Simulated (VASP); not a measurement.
Ni: single point with LDA

The system is Ni.

```
Ni
1.0
     2.83290    0.00000    0.00000
     0.00000    2.83290    0.00000
     0.00000    0.00000    2.83290
Ni
2
Direct
  0.00000 0.00000 0.00000
  0.50000 0.50000 0.50000
```

```
Program             : VASP 6.6.1
Task                : single point
Functional          : LDA
Potentials or basis : VASP PAW LDA potentials, release 64 (Ni)
Cutoff              : 600 eV
k mesh              : 3 × 3 × 3
Occupations         : gaussian, width 0.1 eV
Spin                : non-collinear spin, typed start
Starting moments    : [[-1.869, 0.325, -0.112], [-0.241, 1.446, -0.86]] μB
```

| Property | Result |
| --- | --- |
| Pressure | -22.4 GPa |
| Band gap on the k mesh | zero (band 20 reaches 8.79 eV, above the bottom of band 21 at 8.28 eV) |
| Net moment | 1.38 μB per cell |
| Valence electrons inside the program's atomic spheres | Ni 9.25 |

Levels at points of the mesh, in eV from the Fermi level:
| k point | band 16 | band 17 | band 18 | band 19 | band 20 | band 21 | band 22 | band 23 | band 24 | band 25 |
| --- | --- | --- | --- | --- | --- | --- | --- | --- | --- | --- |
| (0.00, 0.00, 0.00) | -0.29 | -0.29 | -0.23 | -0.23 | 0.53 | 0.53 | 0.53 | 9.52 | 9.52 | 9.52 |

Moments on the atoms (μB; x, y, z):
```
Ni  -0.48  0.45 -0.25
Ni  -0.48  0.45 -0.25
```

It took 25 s on 1 thread of Intel Xeon 6975P-C, on a shared host, peak memory 0.17 GiB.

Caveat: the k points lie up to 0.74 Å⁻¹ apart.
